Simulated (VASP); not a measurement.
Wanted: the native input for a VASP 6.6.1 run.

* Task: relaxation of cell and atoms
* Functional: PBE
* Potentials or basis: VASP PAW PBE potentials, release 64 (Zr_sv, Si, C)
* Cutoff: 600 eV
* k mesh: 6 × 6 × 6
* Occupations: gaussian, width 0.1 eV
* Spin: no spin polarisation
* Dipole correction: no
* Further INCAR settings: ALGO = Normal; EDIFF = 1e-07; IBRION = 2; EDIFFG = -0.04; NSW = 90; ISIF = 3

The structure of Zr2SiC2 lies in POSCAR:

```
Zr2SiC2
1.0
   -2.1761664400      2.1761664400      4.3919681100
    2.1761664400     -2.1761664400      4.3919681100
    2.1761664400      2.1761664400     -4.3919681100
Zr Si C
2 1 2
Direct
    0.7500000000      0.2500000000      0.5000000000
    0.2500000000      0.7500000000      0.5000000000
    0.5000000000      0.5000000000      0.0000000000
    0.8393590900      0.8393590900      0.0000000000
    0.1606409100      0.1606409100      0.0000000000
```

The cell was generated, and may not be a known phase.

The input as run:

INCAR

```
  PREC = Accurate
  ENCUT = 600
  EDIFF = 1E-7
  ISMEAR = 0
  SIGMA = 0.1
  LREAL = F
  LASPH = T
  NELM = 100
  ALGO = Normal
  ISIF = 3
  LWAVE = F
  LCHARG = F
  GGA = PE
  IBRION = 2
  NSW = 90
  EDIFFG = -0.04
```

KPOINTS

```
Automatic mesh
0
Gamma
  6 6 6
```

Potentials or basis: VASP PAW PBE potentials, release 64 (Zr_sv, Si, C).

The run is started by

```console
$ cat potpaw_PBE.64/Zr_sv/POTCAR potpaw_PBE.64/Si/POTCAR potpaw_PBE.64/C/POTCAR > POTCAR
$ mpirun -np 1 vasp_std > vasp.out
```

It gave:

| Quantity | Value |
| --- | --- |
| Relaxed volume | 15.49 Å³/atom |
| Relaxed cell | a = 4.894 Å, b = 4.894 Å, c = 4.894 Å, α = 123.87°, β = 123.87°, γ = 83.42° |
| Space group after relaxing (to 0.1 Å) | I4/mmm (No. 139) |
| Energy gained by relaxing | 600.9 meV/atom |
| Ionic steps | 24 |
| Pressure after relaxing | 0.2 GPa |
| Largest force after relaxing | 0.038 eV/Å |
| Band gap on the k mesh | zero (bands 18 and 19 overlap by 1.20 eV) |

It took 54 min on 1 thread of Oxide Virtual Turin-like Processor, on a shared host, peak memory 0.35 GiB.
